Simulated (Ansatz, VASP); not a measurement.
# Ag: VASP beside Ansatz

The input INCAR:

```
SYSTEM = Ag
PREC = Accurate
ENCUT = 520
EDIFF = 1E-7
ISMEAR = 0
SIGMA = 0.15
LREAL = .False.
LASPH = .True.
NELM = 60
ALGO = Fast
ISIF = 2
LWAVE = .False.
LCHARG = .False.
GGA = PE
NBANDS = 12
```

File KPOINTS:

```
Automatic mesh
0
Gamma
  20 20 20
  0 0 0
```

POSCAR

```
Ag
1.0
    0.0000000000      2.2065480000      1.9613760000
    2.2065480000      0.0000000000      1.9613760000
    2.2065480000      2.2065480000      0.0000000000
Ag
1
Direct
    0.0000000000      0.0000000000      0.0000000000
```

Input for Ansatz:

```yaml
crystal:
  lattice:
    - [0.0, 2.206548, 1.961376]
    - [2.206548, 0.0, 1.961376]
    - [2.206548, 2.206548, 0.0]
  atoms:
    - { symbol: Ag, position: [0.0, 0.0, 0.0] }
basis:
  ecutwfc: 420
kpoints:
  mp_grid: { grid: [20, 20, 20] }
hamiltonian:
  xc: pbe
scf:
  occupations: { method: gaussian, width: 0.15 }
output:
  forces: true
  stress: true
  eigenvalues: true
```

Change from the starting cell: strain +0.080 along x and y, -0.040 along z, atoms carried along.

Alike in both runs: task single point; functional PBE; k mesh 20 × 20 × 20; occupations gaussian, width 0.15 eV; no spin polarisation.

```csv
,VASP,Ansatz
version,VASP 6.6.1,Ansatz 0.2.0
potentials or method,"VASP PAW PBE potentials, release 64 (Ag), cutoff 520 eV","scalar-relativistic, plane waves, PAW"
valence electrons in the cell,11,19
```

VASP gave:

```
gap on the k mesh at the Fermi level (eV)                     : none
pressure (GPa)                                                : -4.9
traceless stress, the component that is largest in VASP (GPa) : 1.07
```

Q: Which values does Ansatz return?

A: gap on the k mesh at the Fermi level (eV): none; pressure (GPa): -4.9; traceless stress, the component that is largest in VASP (GPa): 1.08.

A gap of «none» marks a metal or a gap that the smearing closes. VASP's potentials hold 11 valence electrons a cell and Ansatz's 19, so a difference there can come from the potentials and not from the codes.
